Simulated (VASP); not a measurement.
# CsLi26H27 (a cell with a defect) in VASP: single point with PBE

Aim: the single point of CsLi26H27 (a cell with a defect) with PBE.

Everything below comes from runs of VASP 6.6.1. Logs are shortened: lines on timing, memory, paths and dates and some standing lists are left out, and cuts for length are marked.

## Step 1: The cell of the first run

The cell holds a defect, 54 atoms: a = 8.641 Å, b = 8.641 Å, c = 8.641 Å, α = 60.00°, β = 60.00°, γ = 60.00°.

## Step 2: Single point, PBE

Input file INCAR:

```
SYSTEM = CsLi26H27
  ALGO = Normal
  EDIFF = 1E-6
  ENCUT = 520
  GGA = PE
  ISIF = 2
  ISMEAR = -1
  LASPH = .TRUE.
  LCHARG = .TRUE.
  LELF = .TRUE.
  LREAL = Auto
  LVHAR = .TRUE.
  LWAVE = .FALSE.
  NBANDS = 90
  NELM = 60
  PREC = Accurate
  SIGMA = 0.01
```

Input file KPOINTS:

```
k-points
0
G
  3 3 3
  0 0 0
```

Input file POSCAR:

```
CsLi26H27
1.0
    0.0000000000      6.1102500000      6.1102500000
    6.1102500000      0.0000000000      6.1102500000
    6.1102500000      6.1102500000      0.0000000000
Cs Li H
1 26 27
Direct
    0.0000000000      0.0000000000      0.0000000000
    0.0000000000      0.0000000000      0.3476453828
    0.0000000000      0.0000000000      0.6523546172
    0.0000000000      0.3476453828      0.0000000000
   -0.0059339651      0.3353113217      0.3353113217
    0.0000000000      0.3476453828      0.6523546172
    0.0000000000      0.6523546172      0.0000000000
    0.0000000000      0.6523546172      0.3476453828
    0.0059339651      0.6646886783      0.6646886783
    0.3476453828      0.0000000000      0.0000000000
    0.3353113217     -0.0059339651      0.3353113217
    0.3476453828      0.0000000000      0.6523546172
    0.3353113217      0.3353113217     -0.0059339651
    0.3353113217      0.3353113217      0.3353113217
    0.3390595318      0.3390595318      0.6609404682
    0.3476453828      0.6523546172      0.0000000000
    0.3390595318      0.6609404682      0.3390595318
    0.3390595318      0.6609404682      0.6609404682
    0.6523546172      0.0000000000      0.0000000000
    0.6523546172      0.0000000000      0.3476453828
    0.6646886783      0.0059339651      0.6646886783
    0.6523546172      0.3476453828      0.0000000000
    0.6609404682      0.3390595318      0.3390595318
    0.6609404682      0.3390595318      0.6609404682
    0.6646886783      0.6646886783      0.0059339651
    0.6609404682      0.6609404682      0.3390595318
    0.6646886783      0.6646886783      0.6646886783
    0.1647997289      0.1647997289      0.1647997289
    0.1647997289      0.1647997289      0.5056008132
    0.2018146102      0.2018146102      0.7981853898
    0.1647997289      0.5056008132      0.1647997289
    0.1666384992      0.5000000000      0.5000000000
    0.1666384992      0.5000000000      0.8333615008
    0.2018146102      0.7981853898      0.2018146102
    0.1666384992      0.8333615008      0.5000000000
    0.2018146102      0.7981853898      0.7981853898
    0.5056008132      0.1647997289      0.1647997289
    0.5000000000      0.1666384992      0.5000000000
    0.5000000000      0.1666384992      0.8333615008
    0.5000000000      0.5000000000      0.1666384992
    0.5000000000      0.5000000000      0.5000000000
    0.5000000000      0.5000000000      0.8333615008
    0.5000000000      0.8333615008      0.1666384992
    0.5000000000      0.8333615008      0.5000000000
    0.4943991868      0.8352002711      0.8352002711
    0.7981853898      0.2018146102      0.2018146102
    0.8333615008      0.1666384992      0.5000000000
    0.7981853898      0.2018146102      0.7981853898
    0.8333615008      0.5000000000      0.1666384992
    0.8333615008      0.5000000000      0.5000000000
    0.8352002711      0.4943991868      0.8352002711
    0.7981853898      0.7981853898      0.2018146102
    0.8352002711      0.8352002711      0.4943991868
    0.8352002711      0.8352002711      0.8352002711
```

Potentials or basis: VASP PAW PBE potentials, release 64 (Cs_sv, Li_sv, H).

The run is started by

```
$ cat potpaw_PBE.64/Cs_sv/POTCAR potpaw_PBE.64/Li_sv/POTCAR potpaw_PBE.64/H/POTCAR > POTCAR
$ mpirun -np 1 vasp_std > vasp.out
```

OUTCAR:

```text
SYSTEM = CsLi26H27
   EDIFF = 1E-6
   ENCUT = 520
   GGA = PE
   ISIF = 2
   ISMEAR = -1
   LASPH = .TRUE.
   LREAL = Auto
   NELM = 60
   PREC = Accurate

 ion  position               nearest neighbor table
   1  0.000  0.000  0.000-
   2  0.000  0.000  0.348-
   3  0.000  0.000  0.652-
   4  0.000  0.348  0.000-
   5  0.994  0.335  0.335-
   6  0.000  0.348  0.652-
   7  0.000  0.652  0.000-
   8  0.000  0.652  0.348-
   9  0.006  0.665  0.665-
  10  0.348  0.000  0.000-
  11  0.335  0.994  0.335-
  12  0.348  0.000  0.652-
  13  0.335  0.335  0.994-
  14  0.335  0.335  0.335-
  15  0.339  0.339  0.661-  30 1.68
  16  0.348  0.652  0.000-
  17  0.339  0.661  0.339-  34 1.68
[... 23 lines left out ...]
  41  0.500  0.500  0.500-
  42  0.500  0.500  0.833-
  43  0.500  0.833  0.167-
  44  0.500  0.833  0.500-
  45  0.494  0.835  0.835-
  46  0.798  0.202  0.202-  23 1.68
  47  0.833  0.167  0.500-
  48  0.798  0.202  0.798-  24 1.68
  49  0.833  0.500  0.167-
  50  0.833  0.500  0.500-
  51  0.835  0.494  0.835-
  52  0.798  0.798  0.202-  26 1.68
  53  0.835  0.835  0.494-
  54  0.835  0.835  0.835-

  LATTYP: Found a face centered cubic cell.
 ALAT       =    12.2205000000

  Lattice vectors:

 A1 = (   0.0000000000,   6.1102500000,   6.1102500000)
 A2 = (   6.1102500000,   0.0000000000,   6.1102500000)
 A3 = (   6.1102500000,   6.1102500000,   0.0000000000)

Analysis of symmetry for initial positions (statically):
=====================================================================
 Subroutine PRICEL returns:
 Original cell was already a primitive cell.

 Routine SETGRP: Setting up the symmetry group for a
 face centered cubic supercell.

 Subroutine GETGRP returns: Found 48 space group operations
 (whereof 48 operations were pure point group operations)
 out of a pool of 48 trial point group operations.

The static configuration has the point symmetry O_h .

Analysis of symmetry for dynamics (positions and initial velocities):
=====================================================================
 Subroutine PRICEL returns:
[... 187 lines left out ...]
   LNONCOLLINEAR =      F non collinear calculations
   LSORBIT =      F    spin-orbit coupling
   LASPH  =      T    aspherical Exc in radial PAW
   ENCUT  =  520.0 eV  38.22 Ry    6.18 a.u.  16.07 16.07 16.07*2*pi/ulx,y,z
   NELM   =     60;   NELMIN=  2; NELMDL= -5     # of ELM steps
   EDIFF  = 0.1E-05   stopping-criterion for ELM
   LREAL  =      T    real-space projection
   EDIFFG = 0.1E-04   stopping-criterion for IOM
   NSW    =      0    number of steps for IOM
   IBRION =     -1    ionic relax: 0-MD 1-quasi-New 2-CG
   NFREE  =      0    steps in history (QN), initial steepest desc. (CG)
   ISIF   =      2    stress and relaxation
   ISYM   =      2    0-nonsym 1-usesym 2-fastsym
   POTIM  = 0.5000    time-step for ionic-motion
   TEBEG  =    0.0;   TEEND  =   0.0 temperature during run
   PSTRESS=    0.0 pullay stress
   NELECT =     114.0000    total number of electrons
   NUPDOWN=      -1.0000    fix difference up-down
   EMIN   =  10.00;   EMAX   =-10.00  energy-range for DOS
   EFERMI =   0.00;   METHOD = LEGACY
   ISMEAR =    -1;   SIGMA  =   0.01  broadening in eV -4-tet -1-fermi 0-gaus
   EFERMI_NEDOS =   21; number of points for ismear=-14 and -15
   IALGO  =     38    algorithm
   IMIX   =      4    mixing-type and parameters
     AMIX     =   0.40;   BMIX     =  1.00
     AMIX_MAG =   1.60;   BMIX_MAG =  1.00
  volume/ion in A,a.u.               =       8.45        57.02
  Fermi-wavevector in a.u.,A,eV,Ry     =   1.031116  1.948526 14.465713  1.063200
  Thomas-Fermi vector in A             =   2.165248
   LORBIT       =      0    0 simple, 1 ext, 2 COOP (PROOUT), +10 PAW based schemes
   GGA     = PE    functional components
   LHFCALC =     F    Hartree Fock is set to
   AEXX    =    0.0000 exact exchange contribution
   IVDW    =     0    specifies the selected vdW correction
   LEPSILON=     F    determine dielectric tensor
   LRPA    =     F    only Hartree local field effects (RPA)
 non-spin polarized calculation
  energy-cutoff  :      520.00
  volume of cell :      456.25
 maximum number of plane-waves:     12339
   NGX = 33   NGY = 33   NGZ = 33

 number of electron     113.9999981 magnetization

 Free energy of the ion-electron system (eV)
  ---------------------------------------------------
  ext. energy  EPLUGINS =         0.00000000
  ---------------------------------------------------
  free energy    TOTEN  =      -159.21215962 eV

  energy without entropy =     -159.21215962  energy(sigma->0) =     -159.21215962

 E-fermi :   0.8867     XC(G=0):  -8.5939

 val. band max:        0.5878737982   @ k =   0.3333   0.0000   0.0000
 cond. band min:       3.6298415714   @ k =   0.3333   0.3333   0.0000
 fundamental gap:      3.0419677732
 Fermi energy:         0.8866519176

 k-point     1 :       0.0000    0.0000    0.0000
  band No.  band energies     occupation
      1     -44.2188      2.00000
      2     -44.2018      2.00000
      3     -44.2010      2.00000
      4     -44.2010      2.00000
      5     -44.2010      2.00000
      6     -44.1924      2.00000
[... 277 lines left out ...]
     68       5.5569      0.00000
     69       5.5607      0.00000
 [bands above 69 left out]

------------------------ aborting loop because EDIFF is reached ----------------------------------------

  FORCE on cell =-STRESS in cart. coord.  units (eV):
  Direction    XX          YY          ZZ          XY          YZ          ZX
  --------------------------------------------------------------------------------------
  -------------------------------------------------------------------------------------
  Total        7.1727856      7.1727856      7.1727856      0.0000000     -0.0000000      0.0000000
  in kB       25.1878730     25.1878730     25.1878730      0.0000000     -0.0000000      0.0000000
  external PRESSURE =      25.1878730 kB  Pullay stress =       0.0000000 kB

 VOLUME and BASIS-vectors are now :
 -----------------------------------------------------------------------------
  energy-cutoff  :      520.00
  volume of cell :      456.25
      direct lattice vectors                 reciprocal lattice vectors
     0.000000000  6.110250000  6.110250000    -0.081829712  0.081829712  0.081829712
     6.110250000  0.000000000  6.110250000     0.081829712 -0.081829712  0.081829712
     6.110250000  6.110250000  0.000000000     0.081829712  0.081829712 -0.081829712

 POSITION                                       TOTAL-FORCE (eV/Angst)
 -----------------------------------------------------------------------------------
      0.00000      0.00000      0.00000        -0.000000     -0.000000      0.000000
      2.12420      2.12420      0.00000         0.009742      0.009742      0.000000
      3.98605      3.98605      0.00000        -0.009742     -0.009742      0.000000
      2.12420      0.00000      2.12420         0.009742     -0.000000      0.009742
      4.09767      8.12283      8.12283         0.008173     -0.008173     -0.008173
      6.11025      3.98605      2.12420        -0.000000     -0.009742      0.009742
[... 46 lines left out ...]
      8.12419      8.12419     10.20656        -0.002900     -0.002900      0.002900
     10.20656     10.20656     10.20656         0.002900      0.002900      0.002900
 -----------------------------------------------------------------------------------
    total drift:                               -0.000000     -0.000000      0.000000

  FREE ENERGIE OF THE ION-ELECTRON SYSTEM (eV)
  ---------------------------------------------------
  free  energy   TOTEN  =      -159.2121596215 eV

  energy  without entropy=     -159.2121596215  energy(sigma->0) =     -159.21215962
```

Run time: 10 min. Hardware: 1 thread of Oxide Virtual Turin-like, shared host; peak memory 0.56 GiB.

What came out:

- Free energy: -159.2122 eV
- Largest force: 0.018 eV/Å
- Band gap on the k mesh: 3.04 eV

Forces on the atoms (eV/Å):
```
Cs   0.000  0.000  0.000
Li   0.010  0.010  0.000
Li  -0.010 -0.010  0.000
Li   0.010  0.000  0.010
Li   0.008 -0.008 -0.008
Li   0.000 -0.010  0.010
Li  -0.010  0.000 -0.010
Li   0.000  0.010 -0.010
Li  -0.008  0.008  0.008
Li   0.000  0.010  0.010
Li  -0.008  0.008 -0.008
Li  -0.010  0.000  0.010
Li  -0.008 -0.008  0.008
Li   0.008  0.008  0.008
Li   0.000  0.000  0.018
Li  -0.010  0.010  0.000
Li   0.000  0.018  0.000
Li  -0.018  0.000  0.000
Li   0.000 -0.010 -0.010
Li   0.010  0.000 -0.010
Li   0.008 -0.008  0.008
Li   0.010 -0.010  0.000
Li   0.018  0.000  0.000
Li   0.000 -0.018  0.000
Li   0.008  0.008 -0.008
Li   0.000  0.000 -0.018
Li  -0.008 -0.008 -0.008
H   -0.003 -0.003 -0.003
H    0.003  0.003 -0.003
H    0.000  0.000  0.017
H    0.003 -0.003  0.003
H    0.000 -0.004 -0.004
H    0.004  0.000 -0.004
H    0.000  0.017  0.000
H    0.004 -0.004  0.000
H   -0.017  0.000  0.000
H   -0.003  0.003  0.003
H   -0.004  0.000 -0.004
H    0.000  0.004 -0.004
H   -0.004 -0.004  0.000
H    0.000  0.000  0.000
H    0.004  0.004  0.000
H    0.000 -0.004  0.004
H    0.004  0.000  0.004
H    0.003 -0.003 -0.003
H    0.017  0.000  0.000
H   -0.004  0.004  0.000
H    0.000 -0.017  0.000
H   -0.004  0.000  0.004
H    0.000  0.004  0.004
H   -0.003  0.003 -0.003
H    0.000  0.000 -0.017
H   -0.003 -0.003  0.003
H    0.003  0.003  0.003
```

Caveat: the cutoff is under 1.25 times the usual one of these potentials, so pressure, stress and relaxed cells hold a basis-set (Pulay) error; spin-orbit coupling is left out, which moves the levels of the heavy elements.
